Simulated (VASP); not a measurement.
# Mo (Cmme) in VASP: single point with PBE

Aim: the single point of Mo with PBE.

Everything below comes from runs of VASP 6.6.1. Logs are shortened: lines on timing, memory, paths and dates and some standing lists are left out, and cuts for length are marked.

**1. The cell of the first run**

It takes space group Cmme (No. 67, orthorhombic). Conventional cell: a = 3.142 Å, b = 4.443 Å, c = 10.887 Å, α = 90.00°, β = 90.00°, γ = 90.00°. Within 3.6 Å of Mo (site symmetry mm2) lie 10 Mo at 2.72 to 3.14 Å. Mo (site symmetry mm2) has 14 Mo at 2.72 to 3.14 Å within 3.6 Å.

**2. Single point, PBE**

Contents of INCAR:

```
  ALGO = Fast
  EDIFF = 1E-6
  ENCUT = 520
  GGA = PE
  ISIF = 2
  ISMEAR = 0
  LASPH = True
  LCHARG = False
  LREAL = False
  LWAVE = False
  NBANDS = 36
  NELM = 80
  PREC = Accurate
  SIGMA = 0.15
```

Contents of KPOINTS:

```
k-points
0
Gamma
  18 18 6
```

Contents of POSCAR:

```
Mo
1.0
   -1.5710000000      1.5710000000     -1.5710000000
   -1.5710000000     -1.5710000000      1.5710000000
    0.0000000000      7.6982135624      7.6982135624
Mo
4
Direct
    0.0000000000      0.0000000000      0.7142566201
    0.5000000000      0.5000000000      0.1020366600
    0.0000000000      0.0000000000      0.3061099801
    0.5000000000      0.5000000000      0.5101833001
```

Potentials or basis: VASP PAW PBE potentials, release 64 (Mo_sv).

Launch:

```
$ cat potpaw_PBE.64/Mo_sv/POTCAR > POTCAR
$ mpirun -np 1 vasp_std > vasp.out
```

OUTCAR:

```text
EDIFF = 1E-6
   ENCUT = 520
   GGA = PE
   ISIF = 2
   ISMEAR = 0
   LASPH = True
   LREAL = False
   NELM = 80
   PREC = Accurate

 ion  position               nearest neighbor table
   1  0.000  0.000  0.714-   4 2.72   4 2.72   4 3.14   4 3.14
   2  0.500  0.500  0.102-   3 2.72   3 2.72   3 3.14   3 3.14
   3  0.000  0.000  0.306-   4 2.72   4 2.72   2 2.72   2 2.72   4 3.14   4 3.14   2 3.14   2 3.14

   4  0.500  0.500  0.510-   1 2.72   1 2.72   3 2.72   3 2.72   1 3.14   1 3.14   3 3.14   3 3.14

  LATTYP: Found a base centered orthorhombic cell.
 ALAT       =     3.1420000000
 B/A-ratio  =     1.4142135624
 C/A-ratio  =     3.4649643622

  Lattice vectors:

 A1 = (  -1.5710000000,   1.5710000000,  -1.5710000000)
 A2 = (  -1.5710000000,  -1.5710000000,   1.5710000000)
 A3 = (   0.0000000000,   7.6982135624,   7.6982135624)

Analysis of symmetry for initial positions (statically):
=====================================================================
 Subroutine PRICEL returns:
 Original cell was already a primitive cell.

 Routine SETGRP: Setting up the symmetry group for a
 base centered orthorhombic supercell.

 Subroutine GETGRP returns: Found  8 space group operations
 (whereof  4 operations were pure point group operations)
 out of a pool of  8 trial point group operations.

The static configuration has the point symmetry C_2v.
 The point group associated with its full space group is D_2h.

Analysis of symmetry for dynamics (positions and initial velocities):
=====================================================================
 Subroutine PRICEL returns:
 Original cell was already a primitive cell.

 Routine SETGRP: Setting up the symmetry group for a
 base centered orthorhombic supercell.

 Subroutine GETGRP returns: Found  8 space group operations
 (whereof  4 operations were pure point group operations)
 out of a pool of  8 trial point group operations.

The dynamic configuration has the point symmetry C_2v.
 The point group associated with its full space group is D_2h.

 Subroutine INISYM returns: Found  8 space group operations
 (whereof  4 operations are pure point group operations),
 and found     1 'primitive' translations

----------------------------------------------------------------------------------------

                                     Primitive cell

  volume of cell :      75.9980

  direct lattice vectors                    reciprocal lattice vectors
[... 91 lines left out ...]
   EDIFF  = 0.1E-05   stopping-criterion for ELM
   LREAL  =      F    real-space projection
   EDIFFG = 0.1E-04   stopping-criterion for IOM
   NSW    =      0    number of steps for IOM
   IBRION =     -1    ionic relax: 0-MD 1-quasi-New 2-CG
   NFREE  =      0    steps in history (QN), initial steepest desc. (CG)
   ISIF   =      2    stress and relaxation
   ISYM   =      2    0-nonsym 1-usesym 2-fastsym
   POTIM  = 0.5000    time-step for ionic-motion
   TEBEG  =    0.0;   TEEND  =   0.0 temperature during run
   PSTRESS=    0.0 pullay stress
   NELECT =      56.0000    total number of electrons
   NUPDOWN=      -1.0000    fix difference up-down
   EMIN   =  10.00;   EMAX   =-10.00  energy-range for DOS
   EFERMI =   0.00;   METHOD = LEGACY
   ISMEAR =     0;   SIGMA  =   0.15  broadening in eV -4-tet -1-fermi 0-gaus
   EFERMI_NEDOS =   21; number of points for ismear=-14 and -15
   IALGO  =     68    algorithm
   IMIX   =      4    mixing-type and parameters
     AMIX     =   0.40;   BMIX     =  1.00
     AMIX_MAG =   1.60;   BMIX_MAG =  1.00
  volume/ion in A,a.u.               =      19.00       128.21
  Fermi-wavevector in a.u.,A,eV,Ry     =   1.478666  2.794273 29.748498  2.186453
  Thomas-Fermi vector in A             =   2.592919
   LORBIT       =      0    0 simple, 1 ext, 2 COOP (PROOUT), +10 PAW based schemes
   GGA     = PE    functional components
   LHFCALC =     F    Hartree Fock is set to
   AEXX    =    0.0000 exact exchange contribution
   IVDW    =     0    specifies the selected vdW correction
   LEPSILON=     F    determine dielectric tensor
   LRPA    =     F    only Hartree local field effects (RPA)
 non-spin polarized calculation
 RMM-DIIS sequential band-by-band and
 Gauss-broadening in eV      SIGMA  =   0.15
  energy-cutoff  :      520.00
  volume of cell :       76.00
 maximum number of plane-waves:      2080
   NGX = 11   NGY = 11   NGZ = 41

 number of electron      55.9999990 magnetization

 Free energy of the ion-electron system (eV)
  ---------------------------------------------------
  ext. energy  EPLUGINS =         0.00000000
  ---------------------------------------------------
  free energy    TOTEN  =       -41.61623741 eV

  energy without entropy =      -41.57779918  energy(sigma->0) =      -41.59701830

 E-fermi :   9.6808     XC(G=0): -11.9909

 val. band max:        9.6798123424   @ k =   0.2222   0.1111   0.3333
 cond. band min:       9.6836971488   @ k =   0.4444   0.1111   0.1667
 fundamental gap:      0.0038848065
 Fermi energy:         9.6808381431

 k-point     1 :       0.0000    0.0000    0.0000
  band No.  band energies     occupation
      1     -51.6418      2.00000
      2     -51.5238      2.00000
      3     -51.3813      2.00000
      4     -51.3623      2.00000
      5     -26.1889      2.00000
      6     -25.8102      2.00000
[... 925 lines left out ...]
     35      11.1866      0.00000
     36      11.5753      0.00000

 [... further k-points ...]

------------------------ aborting loop because EDIFF is reached ----------------------------------------

  FORCE on cell =-STRESS in cart. coord.  units (eV):
  Direction    XX          YY          ZZ          XY          YZ          ZX
  --------------------------------------------------------------------------------------
  -------------------------------------------------------------------------------------
  Total       -2.3373658     -2.6989446     -2.6989446      0.0000000     -0.5015928     -0.0000000
  in kB      -49.2759444    -56.8986865    -56.8986865      0.0000000    -10.5744927     -0.0000000
  external PRESSURE =     -54.3577725 kB  Pullay stress =       0.0000000 kB

 VOLUME and BASIS-vectors are now :
 -----------------------------------------------------------------------------
  energy-cutoff  :      520.00
  volume of cell :       76.00
      direct lattice vectors                 reciprocal lattice vectors
    -1.571000000  1.571000000 -1.571000000    -0.318268619  0.159134309 -0.159134309
    -1.571000000 -1.571000000  1.571000000    -0.318268619 -0.159134309  0.159134309
     0.000000000  7.698213562  7.698213562     0.000000000  0.064950134  0.064950134

 POSITION                                       TOTAL-FORCE (eV/Angst)
 -----------------------------------------------------------------------------------
      0.00000      5.49850      5.49850         0.000000      0.107801      0.107801
     -1.57100      0.78550      0.78550        -0.000000     -0.107801     -0.107801
      0.00000      2.35650      2.35650        -0.000000     -0.380116     -0.380116
     -1.57100      3.92750      3.92750        -0.000000      0.380116      0.380116
 -----------------------------------------------------------------------------------
    total drift:                               -0.000000     -0.000016     -0.000016

  FREE ENERGIE OF THE ION-ELECTRON SYSTEM (eV)
  ---------------------------------------------------
  free  energy   TOTEN  =       -41.6162374134 eV

  energy  without entropy=      -41.5777991797  energy(sigma->0) =      -41.59701830
```

OSZICAR:

```text
N       E                     dE             d eps       ncg     rms          rms(c)
DAV:   1     0.690746114261E+03    0.69075E+03   -0.35775E+04 26864   0.160E+03
DAV:   2    -0.210077984873E+02   -0.71175E+03   -0.69746E+03 28788   0.511E+02
DAV:   3    -0.442326311528E+02   -0.23225E+02   -0.22500E+02 34736   0.863E+01
DAV:   4    -0.446544827581E+02   -0.42185E+00   -0.41751E+00 31148   0.984E+00
DAV:   5    -0.446633582405E+02   -0.88755E-02   -0.88576E-02 31408   0.130E+00    0.262E+01
RMM:   6    -0.426673468649E+02    0.19960E+01   -0.78236E+00 29601   0.141E+01    0.950E+00
RMM:   7    -0.435358676898E+02   -0.86852E+00   -0.52266E+00 31308   0.937E+00    0.815E+00
RMM:   8    -0.416199409755E+02    0.19159E+01   -0.18808E+00 29784   0.585E+00    0.199E+00
RMM:   9    -0.416141164251E+02    0.58246E-02   -0.32262E-01 35404   0.190E+00    0.139E+00
RMM:  10    -0.416211644856E+02   -0.70481E-02   -0.47455E-02 33469   0.109E+00    0.522E-01
RMM:  11    -0.416158136024E+02    0.53509E-02   -0.32777E-02 34410   0.656E-01    0.157E-01
RMM:  12    -0.416161681243E+02   -0.35452E-03   -0.67608E-03 37298   0.272E-01    0.822E-02
RMM:  13    -0.416162662249E+02   -0.98101E-04   -0.14650E-03 37500   0.108E-01    0.650E-02
RMM:  14    -0.416162277766E+02    0.38448E-04   -0.37341E-04 31360   0.869E-02    0.246E-02
RMM:  15    -0.416162336282E+02   -0.58516E-05   -0.14338E-04 33781   0.361E-02    0.572E-03
RMM:  16    -0.416162353957E+02   -0.17676E-05   -0.34073E-05 29824   0.140E-02    0.200E-03
RMM:  17    -0.416162369183E+02   -0.15226E-05   -0.15136E-05 23618   0.543E-03    0.110E-03
RMM:  18    -0.416162374134E+02   -0.49512E-06   -0.38326E-06 18831   0.288E-03
   1 F= -.41616237E+02 E0= -.41597018E+02  d E =-.384382E-01
```

stdout:

```text
POSCAR found type information on POSCAR Mo
 POSCAR found :  1 types and       4 ions
 scaLAPACK will be used
 LDA part: xc-table for (Slater+PW92), standard interpolation
 POSCAR, INCAR and KPOINTS ok, starting setup
 FFT: planning ... GRIDC
 FFT: planning ... GRID_SOFT
 FFT: planning ... GRID
 WAVECAR not read
 entering main loop
```

It took 7.8 min on 1 thread of Intel Xeon 6975P-C (Granite Rapids), shared host; peak memory 0.71 GiB.

What came out:

```yaml
Free_energy: -41.6162 eV
Pressure: -5.4 GPa
Largest_force: 0.538 eV/Å
Band_gap_on_the_k_mesh: zero (band 28 reaches 10.89 eV, above the bottom of band 29 at 8.60 eV)
```

Forces on the atoms (eV/Å):
```
Mo   0.000  0.108  0.108
Mo   0.000 -0.108 -0.108
Mo   0.000 -0.380 -0.380
Mo   0.000  0.380  0.380
```
